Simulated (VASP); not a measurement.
The system is Tl.

```
Tl
1.0
     0.00000    3.35755    3.35755
     3.35755    0.00000    3.35755
     3.35755    3.35755    0.00000
Tl
2
Direct
  0.12500 0.12500 0.12500
  0.87500 0.87500 0.87500
```

* Program: VASP 6.6.1
* Task: relaxation of cell and atoms
* Functional: PBEsol
* Potentials or basis: VASP PAW PBE potentials, release 64 (Tl_d)
* Cutoff: 600 eV
* k mesh: 8 × 8 × 8
* Occupations: fermi-dirac, width 0.1 eV
* Spin: no spin polarisation

At the start: pressure 1.8 GPa; volume 37.85 Å³/atom.

Question: How do energy, volume and symmetry change on relaxing?

Answer: Over 3 steps the energy falls by 14.8 meV/atom and the volume is 40.79 Å³/atom (+7.8 %); space group Fd-3m (No. 227, to 0.05 Å).

The path:
```tsv
step	energy change (eV)	largest force (eV/Å)	pressure (GPa)	volume (Å³)
1	0.0000	0.0000	1.76	75.70
2	-0.0286	0.0000	0.29	80.36
3	-0.0296	0.0000	-0.02	81.57
```

Final structure:
```
CELL_PARAMETERS angstrom
0.00000 3.44224 3.44224
3.44224 0.00000 3.44224
3.44224 3.44224 0.00000
ATOMIC_POSITIONS crystal
Tl 0.12500 0.12500 0.12500
Tl 0.87500 0.87500 0.87500
```

Caveat: the PAW data sets were made with another functional, which shifts forces and pressure a little.
